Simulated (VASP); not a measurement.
Here is a VASP 6.6.1 calculation.

INCAR

```
SYSTEM = P
  PREC = Accurate
  ENCUT = 520
  EDIFF = 1E-7
  ISMEAR = -1
  SIGMA = 0.05
  LREAL = .False.
  LASPH = .True.
  NELM = 100
  ALGO = Normal
  ISIF = 2
  LWAVE = .False.
  LCHARG = .False.
  GGA = PE
  NBANDS = 8
```

KPOINTS

```
regular mesh
0
Gamma
  18 18 17
  0 0 0
```

File POSCAR:

```
P
1.0
    2.4009736624      0.0000000000      0.0000000000
   -1.2004868312      2.0793041854      0.0000000000
    0.0000000000      0.0000000000      2.2436475796
P
1
Direct
    0.0000000000      0.0000000000      0.0000000000
```

Potentials or basis: VASP PAW PBE potentials, release 64 (P).

The run is started by

```sh
$ cat potpaw_PBE.64/P/POTCAR > POTCAR
$ mpirun -np 1 vasp_std > vasp.out
```

Q: What does it give for the pressure?

A: 42.0 GPa.
